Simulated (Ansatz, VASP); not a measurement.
## ZrS: VASP beside Ansatz

```xyz
2
Lattice="0.0000 2.6610 2.5545 2.6610 0.0000 2.5545 2.6610 2.6610 0.0000" Properties=species:S:1:pos:R:3 pbc="T T T"
Zr    0.0000    0.0000    0.0000
S     2.6610    2.6610    2.5545
```

Alike in both runs: task single point; functional PBEsol; k mesh 18 × 18 × 18; occupations gaussian, width 0.15 eV; no spin polarisation.

|  | VASP | Ansatz |
| --- | --- | --- |
| version | VASP 6.6.1 | Ansatz 0.2.0 |
| potentials or method | VASP PAW PBE potentials, release 64 (Zr_sv, S), cutoff 520 eV | scalar-relativistic, plane waves, PAW |
| valence electrons in the cell | 18 | 18 |

|  | VASP | Ansatz | Ansatz less VASP |
| --- | --- | --- | --- |
| gap on the k mesh at the Fermi level (eV) | none | none | - |
| pressure (GPa) | -5.6 | -5.8 | -0.19 |
| traceless stress, the component that is largest in VASP (GPa) | 7.29 | 7.22 | -0.063 |

VASP's potentials were made for PBE, not for PBEsol. A gap of «none» marks a metal or a gap that the smearing closes. The functional is the same, so the differences come from potentials, cutoffs and numerics.
